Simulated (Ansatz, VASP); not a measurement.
## Ba: VASP beside Ansatz

INCAR

```
SYSTEM = Ba
PREC = Accurate
ENCUT = 520
EDIFF = 1E-6
ISMEAR = -1
SIGMA = 0.03
LREAL = .False.
LASPH = .True.
NELM = 80
ALGO = Normal
ISIF = 2
LWAVE = .False.
LCHARG = .False.
GGA = CA
NBANDS = 11
```

KPOINTS

```
regular mesh
0
Gamma
  10 10 10
  0 0 0
```

The input POSCAR:

```
Ba
1.0
   -2.5000000000      2.5000000000      2.5000000000
    2.5000000000     -2.5000000000      2.5000000000
    2.5000000000      2.5000000000     -2.5000000000
Ba
1
Direct
    0.0000000000      0.0000000000      0.0000000000
```

Input for Ansatz:

```yaml
crystal:
  lattice:
    - [-2.5, 2.5, 2.5]
    - [2.5, -2.5, 2.5]
    - [2.5, 2.5, -2.5]
  atoms:
    - { symbol: Ba, position: [0.0, 0.0, 0.0] }
kpoints:
  mp_grid: { grid: [10, 10, 10] }
  band_path:
    path:
      - [0.0, 0.0, 0.0]
      - [0.5, -0.5, 0.5]
      - [0.0, 0.0, 0.5]
      - [0.0, 0.0, 0.0]
      - [0.25, 0.25, 0.25]
      - [0.5, -0.5, 0.5]
      - [0.25, 0.25, 0.25]
      - [0.0, 0.0, 0.5]
    npoints: 5
scf:
  occupations: { method: fermi_dirac, width: 0.03 }
hamiltonian:
  xc: lda
  pseudopotentials: { kind: all_electron, lapw: { basis_error: 0.0005 } }
output:
  forces: true
  stress: true
  eigenvalues: true
```

Alike in both runs: task single point; functional LDA; k mesh 10 × 10 × 10; occupations fermi-dirac, width 0.03 eV; no spin polarisation.

|  | VASP | Ansatz |
| --- | --- | --- |
| version | VASP 6.6.1 | Ansatz 0.2.0 |
| potentials or method | VASP PAW LDA potentials, release 64 (Ba_sv), cutoff 520 eV | all-electron LAPW, scalar-relativistic |

```csv
,VASP,Ansatz,Ansatz less VASP
pressure (GPa),-1.2,-1.2,-0.07
```

LDA's correlation is that of Perdew and Zunger in VASP and of Perdew and Wang (1992) in Ansatz. Ansatz ran all-electron here, and VASP with PAW potentials.

Neither program's run includes spin-orbit coupling.
